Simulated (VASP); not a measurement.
Input of a VASP 6.6.1 run:

INCAR

```
SYSTEM = HfN
ALGO     = Normal         ! electronic algorithm
EDIFF    = 1E-7           ! SCF threshold, eV
EDIFFG   = -0.01          ! ionic threshold
ENCUT    = 600            ! plane-wave cutoff, eV
GGA      = PS             ! functional
IBRION   = 2              ! ionic algorithm
ISIF     = 3              ! what is computed and relaxed
ISMEAR   = 0              ! smearing method
LASPH    = .True.         ! aspherical terms in the spheres
LCHARG   = .False.        ! write CHGCAR
LREAL    = .False.        ! projectors in reciprocal space
LWAVE    = .False.        ! write WAVECAR
NELM     = 80             ! most SCF steps
NSW      = 60             ! ionic steps
PREC     = Accurate       ! precision mode
PSTRESS  = 200.0        
SIGMA    = 0.1            ! smearing width, eV
```

File KPOINTS:

```
k-points
0
Gamma
  8 8 4
  0 0 0
```

Contents of POSCAR:

```
HfN
1.0
    3.1339100000      0.0000000000      0.0000000000
   -1.5669500000      2.7140400000      0.0000000000
    0.0000000000      0.0000000000      5.4167700000
Hf N
2 2
Direct
    0.6666666667      0.3333333333      0.7500000000
    0.3333333333      0.6666666667      0.2500000000
    0.0000000000      0.0000000000      0.0000000000
    0.0000000000      0.0000000000      0.5000000000
```

Potentials or basis: VASP PAW PBE potentials, release 64 (Hf_pv, N).

Launch:

```console
$ cat potpaw_PBE.64/Hf_pv/POTCAR potpaw_PBE.64/N/POTCAR > POTCAR
$ mpirun -np 1 vasp_std > vasp.out
```

(1) What does it give for the space group after relaxing (to 0.05 Å)?

(2) Estimate the relaxed volume.

(3) Predict the relaxed cell.

Answers

(1) P6_3/mmc (No. 194).

(2) 10.66 Å³/atom.

(3) a = 3.053 Å, b = 3.053 Å, c = 5.283 Å, α = 90.00°, β = 90.00°, γ = 120.00°.

Caveat: the cell is relaxed towards a set pressure, so the enthalpy falls and the energy may rise; the PAW data sets were made with another functional, which shifts forces and pressure a little.
